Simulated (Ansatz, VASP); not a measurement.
Two plane-wave programs on SiB3W

```xyz
5
Lattice="4.3154 0.0000 0.0000 -2.1577 3.7372 0.0000 0.0000 0.0000 4.7851" Properties=species:S:1:pos:R:3 pbc="T T T"
Si    0.0000    0.0000    0.0000
B     2.1577    0.0000    2.3926
B    -1.0788    1.8686    2.3926
B     1.0788    1.8686    2.3926
W     0.0000    0.0000    2.3926
```

Alike in both runs: functional PBE; k mesh 12 × 12 × 8; occupations gaussian, width 0.1 eV; no spin polarisation.

Ansatz relaxed the structure, and its values are those at the end. VASP's run is a single point on that final structure, the one shown.

|  | VASP | Ansatz |
| --- | --- | --- |
| version | VASP 6.6.1 | Ansatz 0.2.0 |
| potentials or method | VASP PAW PBE potentials, release 64 (Si, B, W_sv), cutoff 520 eV | scalar-relativistic, plane waves, PAW |
| valence electrons in the cell | 27 | 27 |

|  | VASP | Ansatz | Ansatz less VASP |
| --- | --- | --- | --- |
| gap on the k mesh at the Fermi level (eV) | none | none | - |
| pressure (GPa) | 0.1 | 0.0 | -0.07 |

A gap of «none» marks a metal or a gap that the smearing closes.

Neither program's run includes spin-orbit coupling.
